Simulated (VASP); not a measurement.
Input of a VASP 6.6.1 run:

File INCAR:

```
SYSTEM = Tl12Br11
PREC = Accurate
ENCUT = 520
EDIFF = 1E-7
ISMEAR = -1
SIGMA = 0.01
LREAL = Auto
LASPH = .TRUE.
NELM = 100
ALGO = Normal
ISIF = 2
LWAVE = .FALSE.
LCHARG = .TRUE.
GGA = PE
LELF = .TRUE.
LVHAR = .TRUE.
NBANDS = 134
NELECT = 232.0
```

The input KPOINTS:

```
regular mesh
0
G
  3 3 2
  0 0 0
```

The input POSCAR:

```
Tl12Br11
1.0
    6.6292610085     -6.2222708063      0.0000000000
    0.0000000000     12.4445416126      0.0000000000
    0.0000000000      0.0000000000      9.9435164400
Tl Br
12 11
Direct
    0.3333333333      0.2886417415      0.3771480819
    0.3333333333      0.2886417415      0.8728519181
    0.6744164604      0.9485259057      0.3829751924
    0.6744164604      0.9485259057      0.8670248076
   -0.0077497937      0.6074427787      0.3829751924
   -0.0077497937      0.6074427787      0.8670248076
    0.3333333333      0.0759071368      0.1250000000
    0.3333333333      0.0512479478      0.6250000000
    0.6741106781      0.7193171403      0.1250000000
    0.6691794255      0.7186366432      0.6250000000
   -0.0074440115      0.3785397955      0.1250000000
   -0.0025127588      0.3827905510      0.6250000000
    0.3333333333      0.7989761024      0.6250000000
    0.6642462079      0.4629035626      0.1250000000
    0.6778500680      0.4690831244      0.6250000000
    0.0024204588      0.1319906880      0.1250000000
   -0.0111834013      0.1245663897      0.6250000000
    0.3333333333      0.5392247054      0.3754571216
    0.3333333333      0.5392247054      0.8745428784
    0.6616268208      0.1928869910      0.3699906043
    0.6616268208      0.1928869910      0.8800093957
    0.0050398459      0.8645935036      0.3699906043
    0.0050398459      0.8645935036      0.8800093957
```

Potentials or basis: VASP PAW PBE potentials, release 64 (Tl_d, Br).

Command:

```sh
$ cat potpaw_PBE.64/Tl_d/POTCAR potpaw_PBE.64/Br/POTCAR > POTCAR
$ mpirun -np 1 vasp_std > vasp.out
```

Problem. What does it give for the largest force?

Solution. 0.020 eV/Å.

Forces on the atoms (eV/Å):
```
Tl   0.000  0.000  0.020
Tl   0.000  0.000 -0.020
Tl  -0.005  0.005 -0.002
Tl  -0.005  0.005  0.002
Tl   0.005  0.005 -0.002
Tl   0.005  0.005  0.002
Tl   0.000  0.003  0.000
Tl   0.000  0.013  0.000
Tl   0.009  0.001  0.000
Tl   0.015  0.003  0.000
Tl  -0.009  0.001  0.000
Tl  -0.015  0.003  0.000
Br   0.000  0.002  0.000
Br   0.012 -0.004  0.000
Br   0.006 -0.013  0.000
Br  -0.012 -0.004  0.000
Br  -0.006 -0.013  0.000
Br   0.000  0.001 -0.011
Br   0.000  0.001  0.011
Br   0.002 -0.004  0.005
Br   0.002 -0.004 -0.005
Br  -0.002 -0.004  0.005
Br  -0.002 -0.004 -0.005
```

Caveat: the cell carries a net charge on a neutralising background, which shifts energy and pressure.
